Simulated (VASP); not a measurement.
Input of a VASP 6.6.1 run:

POSCAR

```
NbRu
1.0
    3.1603758727      0.0000000000      0.0000000000
    0.0000000000      3.1603758727      0.0000000000
    0.0000000000      0.0000000000      3.1603758727
Nb Ru
1 1
Direct
    0.0000000000      0.0000000000      0.0000000000
    0.5000000000      0.5000000000      0.5000000000
```

INCAR.step1

```
SYSTEM = NbRu
PREC = Accurate
ENCUT = 520
ISMEAR = -1
SIGMA = 0.1
LREAL = .False.
LASPH = .True.
NELM = 80
NBANDS = 20
GGA = PE
ALGO = Normal
EDIFF = 1E-4
LWAVE = .True.
LCHARG = .False.
```

File INCAR.step2:

```
SYSTEM = NbRu
PREC = Accurate
ENCUT = 520
EDIFF = 1E-7
ISMEAR = -1
SIGMA = 0.1
LREAL = .False.
LASPH = .True.
NELM = 80
ALGO = Normal
ISIF = 2
LWAVE = .False.
LCHARG = .False.
METAGGA = R2SCAN
LMIXTAU = .True.
NBANDS = 20
ISTART = 1
```

File KPOINTS:

```
Automatic mesh
0
Gamma
  16 16 16
  0 0 0
```

Potentials or basis: VASP PAW PBE potentials, release 64 (Nb_sv, Ru_pv).

Launch:

```sh
$ cat potpaw_PBE.64/Nb_sv/POTCAR potpaw_PBE.64/Ru_pv/POTCAR > POTCAR
$ cp INCAR.step1 INCAR
$ mpirun -np 1 vasp_std > vasp.out
$ cp INCAR.step2 INCAR
$ mpirun -np 1 vasp_std > vasp.out
```

**Question.** Estimate the pressure.

**Answer.** 0.3 GPa.

Caveat: the PAW data sets were made with another functional, which shifts forces and pressure a little.
